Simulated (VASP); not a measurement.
Input of a VASP 6.6.1 run:

File INCAR:

```
SYSTEM = KF
PREC     = Accurate       ! precision mode
ENCUT    = 520            ! plane-wave cutoff, eV
EDIFF    = 1E-7           ! SCF threshold, eV
ISMEAR   = 0              ! smearing method
SIGMA    = 0.05           ! smearing width, eV
LREAL    = .FALSE.        ! projectors in reciprocal space
LASPH    = .TRUE.         ! aspherical terms in the spheres
NELM     = 60             ! most SCF steps
ALGO     = Normal         ! electronic algorithm
ISIF     = 2              ! what is computed and relaxed
LWAVE    = .FALSE.        ! write WAVECAR
LCHARG   = .FALSE.        ! write CHGCAR
GGA      = PE             ! functional
NBANDS   = 15             ! bands
```

KPOINTS

```
Automatic mesh
0
G
  8 8 8
  0 0 0
```

File POSCAR:

```
KF
1.0
    0.0000000000      2.7105354767      2.6088903963
    2.5682323642      0.0000000000      2.6088903963
    2.5682323642      2.7105354767      0.0000000000
K F
1 1
Direct
    0.0000000000      0.0000000000      0.0000000000
    0.5000000000      0.5000000000      0.5000000000
```

Potentials or basis: VASP PAW PBE potentials, release 64 (K_sv, F).

The run is started by

```console
$ cat potpaw_PBE.64/K_sv/POTCAR potpaw_PBE.64/F/POTCAR > POTCAR
$ mpirun -np 1 vasp_std > vasp.out
```

Task: Estimate the pressure.

Result: 3.7 GPa.

Task: What does it give for the band gap on the k mesh?

Result: 6.37 eV, direct.

Stress tensor (GPa, compression positive):
```
5.48 0.00 0.00
0.00 1.43 0.00
0.00 0.00 4.07
```

Caveat: the cell differs from its parent crystal (normal strain along x -0.0525, normal strain along z -0.0375). A k mesh can miss the band edges.
